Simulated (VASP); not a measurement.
Set up this calculation in VASP 6.6.1, as the native input.

* Task: single point
* Functional: PBE
* Potentials or basis: VASP PAW PBE potentials, release 64 (S, Na_pv)
* Cutoff: 500 eV
* k mesh: 6 × 6 × 6
* Occupations: gaussian, width 0.01 eV
* Spin: no spin polarisation
* Dipole correction: no
* Further INCAR settings: ALGO = Normal; EDIFF = 1e-06; NBANDS = 17

The structure of Na2S lies in POSCAR:

```
Na2S
1.0
    0.0000000000      3.2554324593      3.2554324593
    3.2554324593      0.0000000000      3.2554324593
    3.2554324593      3.2554324593      0.0000000000
S Na
1 2
Direct
    0.0000000000      0.0000000000      0.0000000000
    0.2500000000      0.2500000000      0.2500000000
    0.7500000000      0.7500000000      0.7500000000
```

The input as run:

INCAR

```
SYSTEM = Na2S
PREC = Accurate ; ENCUT = 500
EDIFF = 1E-6 ; ISMEAR = 0
SIGMA = 0.01 ; LREAL = .FALSE.
LASPH = .TRUE. ; NELM = 120
ALGO = Normal ; ISIF = 2
LWAVE = .FALSE. ; LCHARG = .FALSE.
GGA = PE ; NBANDS = 17
GGA_COMPAT = .FALSE.
```

KPOINTS

```
regular mesh
0
G
  6 6 6
  0 0 0
```

Potentials or basis: VASP PAW PBE potentials, release 64 (S, Na_pv).

The run is started by

```console
$ cat potpaw_PBE.64/S/POTCAR potpaw_PBE.64/Na_pv/POTCAR > POTCAR
$ mpirun -np 1 vasp_std > vasp.out
```

It gave:

```json
{
 "Pressure": "0.8 GPa",
 "Band gap on the k mesh": "2.53 eV"
}
```

Caveat: the structure was generated, so it needn't be the stable form of Na2S.

It took 14 s on 1 thread of Intel(R) Xeon(R) Platinum 8488C (Sapphire Rapids), with other jobs on the host, peak memory 0.19 GiB.
